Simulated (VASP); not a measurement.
A run of VASP 6.6.1:

Contents of INCAR:

```
ALGO = Normal ; EDIFF = 1E-6
ENCUT = 520 ; GGA = PS
ISIF = 2 ; ISMEAR = -1
LASPH = True ; LCHARG = False
LREAL = False ; LWAVE = False
NBANDS = 18 ; NELM = 60
PREC = Accurate ; SIGMA = 0.1
```

File KPOINTS:

```
k-points
0
Gamma
  10 10 13
```

The input POSCAR:

```
Re
1.0
    4.4541956226      0.0000000000      0.0000000000
   -2.2270978113      3.8574465626      0.0000000000
    0.0000000000      0.0000000000      2.7883986403
Re
3
Direct
    0.0000000000      1.0000000000      1.0000000000
    0.3333333333      0.6666666667      0.5000000000
    0.6666666667      0.3333333333      0.5000000000
```

Potentials or basis: VASP PAW PBE potentials, release 64 (Re).

Run with:

```console
$ cat potpaw_PBE.64/Re/POTCAR > POTCAR
$ mpirun -np 1 vasp_std > vasp.out
```

Hardware: 1 thread of Intel Xeon 8259CL (shared host).

How long does it take, and how much memory?

Run time: 2.3 min on 1 thread of Intel Xeon 8259CL, with other jobs on the host, peak memory 0.22 GiB. Counts: scf iterations 13, k points 98.
